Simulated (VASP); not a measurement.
# Si (a cell with a defect) in VASP: single point with PBE

Aim: the single point of Si (a cell with a defect) with PBE.

Everything below comes from runs of VASP 6.6.1. Logs are shortened: lines on timing, memory, paths and dates and some standing lists are left out, and cuts for length are marked.

**1. The cell of the first run**

The cell holds a defect, 15 atoms: a = 7.662 Å, b = 7.662 Å, c = 7.662 Å, α = 60.00°, β = 60.00°, γ = 60.00°.

**2. Single point, PBE**

INCAR reads:

```
SYSTEM = Si
PREC = Accurate
ENCUT = 520
EDIFF = 1E-6
ISMEAR = 0
SIGMA = 0.1
LREAL = Auto
LASPH = .True.
NELM = 100
ALGO = Normal
ISIF = 2
LWAVE = .False.
LCHARG = .True.
GGA = PE
LELF = .True.
LVHAR = .True.
NBANDS = 43
```

KPOINTS reads:

```
regular mesh
0
Gamma
  2 2 2
  0 0 0
```

POSCAR reads:

```
Si
1.0
    0.0000000000      5.4176120000      5.4176120000
    5.4176120000      0.0000000000      5.4176120000
    5.4176120000      5.4176120000      0.0000000000
Si
15
Direct
   -0.0010577539      0.0008665257      0.0009414665
    0.1243274712      0.1261808708      0.1263073103
   -0.0010700286      0.0007972147      0.5020846823
    0.1242775415      0.1262370764      0.6251546807
   -0.0010037633      0.5019706099      0.0009875200
    0.1243774933      0.6250951526      0.1262954970
   -0.0097757093      0.5018151909      0.5018821946
    0.1331881094      0.6251945507      0.6254452146
    0.5000876770      0.0007985068      0.0009985950
    0.6231837016      0.1262132652      0.1262789768
    0.4998661772     -0.0080773595      0.5018380792
    0.6233317373      0.1347048294      0.6254477988
    0.4999557000      0.5017814122     -0.0077140999
    0.6234254133      0.6252108863      0.1353952627
    0.5617249814      0.5636258189      0.5634524953
```

Potentials or basis: VASP PAW PBE potentials, release 64 (Si).

Launch:

```bash
$ cat potpaw_PBE.64/Si/POTCAR > POTCAR
$ mpirun -np 1 vasp_std > vasp.out
```

OUTCAR:

```text
SYSTEM = Si
   PREC = Accurate
   ENCUT = 520
   EDIFF = 1E-6
   ISMEAR = 0
   LREAL = Auto
   LASPH = .True.
   NELM = 100
   ISIF = 2
   GGA = PE

 ion  position               nearest neighbor table
   1  0.999  0.001  0.001-  10 2.35   6 2.35   4 2.35   2 2.35
   2  0.124  0.126  0.126-   9 2.35   3 2.35   5 2.35   1 2.35
   3  0.999  0.001  0.502-   4 2.34  12 2.35   8 2.35   2 2.35
   4  0.124  0.126  0.625-   3 2.34   7 2.35  11 2.35   1 2.35
   5  0.999  0.502  0.001-   6 2.34   8 2.35  14 2.35   2 2.35
   6  0.124  0.625  0.126-   5 2.34  13 2.35   7 2.35   1 2.35
   7  0.990  0.502  0.502-   4 2.35   6 2.35   8 2.44  15 2.89
   8  0.133  0.625  0.625-   5 2.35   3 2.35   7 2.44  15 2.89
   9  0.500  0.001  0.001-  10 2.34  12 2.35  14 2.35   2 2.35
  10  0.623  0.126  0.126-   9 2.34  13 2.35  11 2.35   1 2.35
  11  0.500  0.992  0.502-  10 2.35   4 2.35  12 2.44  15 2.89
  12  0.623  0.135  0.625-   9 2.35   3 2.35  11 2.44  15 2.89
  13  0.500  0.502  0.992-  10 2.35   6 2.35  14 2.44  15 2.89
  14  0.623  0.625  0.135-   5 2.35   9 2.35  13 2.44  15 2.89
  15  0.562  0.564  0.563-  14 2.89  11 2.89   8 2.89   7 2.89  13 2.89  12 2.89

  LATTYP: Found a face centered cubic cell.
 ALAT       =    10.8352240000

  Lattice vectors:

 A1 = (   0.0000000000,   5.4176120000,   5.4176120000)
 A2 = (   5.4176120000,   0.0000000000,   5.4176120000)
 A3 = (   5.4176120000,   5.4176120000,   0.0000000000)

Analysis of symmetry for initial positions (statically):
=====================================================================
 Subroutine PRICEL returns:
 Original cell was already a primitive cell.

 Routine SETGRP: Setting up the symmetry group for a
 face centered cubic supercell.

 Subroutine GETGRP returns: Found  1 space group operations
 (whereof  1 operations were pure point group operations)
 out of a pool of 48 trial point group operations.

The static configuration has the point symmetry C_1 .

Analysis of symmetry for dynamics (positions and initial velocities):
=====================================================================
 Subroutine PRICEL returns:
 Original cell was already a primitive cell.

 Routine SETGRP: Setting up the symmetry group for a
 face centered cubic supercell.

 Subroutine GETGRP returns: Found  1 space group operations
 (whereof  1 operations were pure point group operations)
 out of a pool of 48 trial point group operations.

The dynamic configuration has the point symmetry C_1 .

 Subroutine INISYM returns: Found  1 space group operations
 (whereof  1 operations are pure point group operations),
 and found     1 'primitive' translations

[... 124 lines left out ...]
  volume/ion in A,a.u.               =      21.20       143.07
  Fermi-wavevector in a.u.,A,eV,Ry     =   0.938946  1.774351 11.995167  0.881620
  Thomas-Fermi vector in A             =   2.066209
   LORBIT       =      0    0 simple, 1 ext, 2 COOP (PROOUT), +10 PAW based schemes
   GGA     = PE    functional components
   LHFCALC =     F    Hartree Fock is set to
   AEXX    =    0.0000 exact exchange contribution
   IVDW    =     0    specifies the selected vdW correction
   LEPSILON=     F    determine dielectric tensor
   LRPA    =     F    only Hartree local field effects (RPA)
 non-spin polarized calculation
 Gauss-broadening in eV      SIGMA  =   0.10
  energy-cutoff  :      520.00
  volume of cell :      318.02
 maximum number of plane-waves:      8609
 NGX is ok and might be reduce to    60
   NGX = 29   NGY = 29   NGZ = 29

 number of electron      60.0000001 magnetization

 Free energy of the ion-electron system (eV)
  ---------------------------------------------------
  ext. energy  EPLUGINS =         0.00000000
  ---------------------------------------------------
  free energy    TOTEN  =       -76.87976825 eV

  energy without entropy =      -76.84597197  energy(sigma->0) =      -76.86287011

 E-fermi :   5.3420     XC(G=0):  -9.2442

 val. band max:        5.3323826672   @ k =   0.5000   0.0000   0.5000
 cond. band min:       5.6174578301   @ k =   0.5000   0.5000   0.5000
 fundamental gap:      0.2850751629
 Fermi energy:         5.3420234097

 k-point     1 :       0.0000    0.0000    0.0000
  band No.  band energies     occupation
      1      -6.3609      2.00000
      2      -4.1723      2.00000
      3      -4.1713      2.00000
      4      -3.9919      2.00000
      5      -3.5286      2.00000
      6      -2.3796      2.00000
[... 349 lines left out ...]
     41       9.6615      0.00000
     42       9.7021      0.00000
 [bands above 42 left out]

------------------------ aborting loop because EDIFF is reached ----------------------------------------

  FORCE on cell =-STRESS in cart. coord.  units (eV):
  Direction    XX          YY          ZZ          XY          YZ          ZX
  --------------------------------------------------------------------------------------
  -------------------------------------------------------------------------------------
  Total       -3.5936297     -3.6011560     -3.5829487     -2.9936373     -2.9994748     -2.9952296
  in kB      -18.1046533    -18.1425707    -18.0508429    -15.0819005    -15.1113099    -15.0899227
  external PRESSURE =     -18.0993556 kB  Pullay stress =       0.0000000 kB

 VOLUME and BASIS-vectors are now :
 -----------------------------------------------------------------------------
  energy-cutoff  :      520.00
  volume of cell :      318.02
      direct lattice vectors                 reciprocal lattice vectors
     0.000000000  5.417612000  5.417612000    -0.092291585  0.092291585  0.092291585
     5.417612000  0.000000000  5.417612000     0.092291585 -0.092291585  0.092291585
     5.417612000  5.417612000  0.000000000     0.092291585  0.092291585 -0.092291585

 POSITION                                       TOTAL-FORCE (eV/Angst)
 -----------------------------------------------------------------------------------
      0.00980      5.41698      5.41658        -0.009829     -0.007940     -0.007036
      1.36788      1.35784      1.35716         0.009486      0.008045      0.006726
      2.72442      8.13192      5.41613         0.001689      0.000819     -0.023608
      4.07075      4.06013      1.35719        -0.004539      0.000710      0.023180
      2.72483      5.41752      8.13166        -0.000196     -0.025017     -0.000154
      4.07074      1.35805      4.06035        -0.003404      0.023215      0.001575
      5.43764      8.08365      8.08329         0.011048     -0.006267     -0.008560
      6.77548      4.10998      4.10862        -0.007741      0.006198      0.008030
      0.00974      2.71469      2.71361        -0.026412     -0.001850     -0.000640
      1.36791      4.06030      4.05994         0.025072      0.000163      0.002582
      8.09262      5.42684      8.08193        -0.006484      0.011858     -0.009851
      4.11821      6.76540      4.10675         0.006478     -0.009603      0.008805
      8.09428      8.08439      5.42702        -0.004414     -0.004920      0.011067
      4.12067      4.11100      6.76463         0.007461      0.007395     -0.013165
      6.10607      6.09577      6.09671         0.001783     -0.002807      0.001048
 -----------------------------------------------------------------------------------
    total drift:                               -0.015789     -0.002091      0.000118

  FREE ENERGIE OF THE ION-ELECTRON SYSTEM (eV)
  ---------------------------------------------------
  free  energy   TOTEN  =       -76.8797682454 eV

  energy  without entropy=      -76.8459719690  energy(sigma->0) =      -76.86287011
```

OSZICAR:

```text
N       E                     dE             d eps       ncg     rms          rms(c)
DAV:   1     0.137438951331E+03    0.13744E+03   -0.22494E+04   688   0.114E+03
DAV:   2    -0.655175730466E+02   -0.20296E+03   -0.19255E+03   840   0.162E+02
DAV:   3    -0.780158102804E+02   -0.12498E+02   -0.12040E+02   880   0.356E+01
DAV:   4    -0.783154384400E+02   -0.29963E+00   -0.29812E+00   872   0.654E+00
DAV:   5    -0.783227197954E+02   -0.72814E-02   -0.72753E-02   864   0.969E-01    0.124E+01
DAV:   6    -0.772076319532E+02    0.11151E+01   -0.11824E+00   800   0.361E+00    0.740E+00
DAV:   7    -0.768769745498E+02    0.33066E+00   -0.16164E+00   816   0.406E+00    0.106E+00
DAV:   8    -0.768754785114E+02    0.14960E-02   -0.24606E-01   760   0.176E+00    0.756E-01
DAV:   9    -0.768782224842E+02   -0.27440E-02   -0.20413E-02   848   0.472E-01    0.356E-01
DAV:  10    -0.768792643286E+02   -0.10418E-02   -0.24667E-03   776   0.177E-01    0.143E-01
DAV:  11    -0.768797330035E+02   -0.46867E-03   -0.14384E-03   776   0.142E-01    0.399E-02
DAV:  12    -0.768797458050E+02   -0.12801E-04   -0.18036E-04   800   0.503E-02    0.357E-02
DAV:  13    -0.768797686197E+02   -0.22815E-04   -0.54848E-05   752   0.281E-02    0.618E-03
DAV:  14    -0.768797675533E+02    0.10665E-05   -0.81107E-06   816   0.105E-02    0.613E-03
DAV:  15    -0.768797682454E+02   -0.69216E-06   -0.14677E-06   464   0.443E-03
   1 F= -.76879768E+02 E0= -.76862870E+02  d E =-.337963E-01
```

Wall time 6.5 min (1 thread of Intel Xeon 8259CL, shared host); peak memory 0.46 GiB.

Results:

| Item | Value |
| --- | --- |
| Free energy | -76.8798 eV |
| Pressure | -1.8 GPa |
| Largest force | 0.026 eV/Å |
| Band gap on the k mesh | zero (bands 30 and 31 overlap by 0.64 eV) |

Forces on the atoms (eV/Å):
```
Si  -0.010 -0.008 -0.007
Si   0.009  0.008  0.007
Si   0.002  0.001 -0.024
Si  -0.005  0.001  0.023
Si   0.000 -0.025  0.000
Si  -0.003  0.023  0.002
Si   0.011 -0.006 -0.009
Si  -0.008  0.006  0.008
Si  -0.026 -0.002 -0.001
Si   0.025  0.000  0.003
Si  -0.006  0.012 -0.010
Si   0.006 -0.010  0.009
Si  -0.004 -0.005  0.011
Si   0.007  0.007 -0.013
Si   0.002 -0.003  0.001
```

Levels at points of the mesh, in eV from the Fermi level:
```
           k point  band 28  band 29  band 30  band 31  band 32  band 33
(0.00, 0.00, 0.00)    -0.51    -0.35     0.64     0.64     0.82     0.82
(0.50, 0.00, 0.00)    -1.19    -0.69    -0.60     0.96     1.05     1.29
(0.00, 0.50, 0.00)    -1.19    -0.69    -0.60     0.96     1.05     1.29
(0.00, 0.00, 0.50)    -1.18    -0.69    -0.60     0.96     1.06     1.29
(0.50, 0.50, 0.50)    -1.53    -0.03    -0.03     0.28     0.28     1.70
(0.50, 0.50, 0.00)    -1.56    -1.24    -0.55    -0.01     0.81     1.21
(0.00, 0.50, 0.50)    -1.56    -1.24    -0.55    -0.01     0.81     1.21
(0.50, 0.00, 0.50)    -1.56    -1.24    -0.55    -0.01     0.81     1.21
```

Caveat: the k points lie up to 0.50 Å⁻¹ apart, too coarse for converged energies and pressures of a metal.

The gap in the log of VASP goes by the Fermi energy; the results here count the filled bands.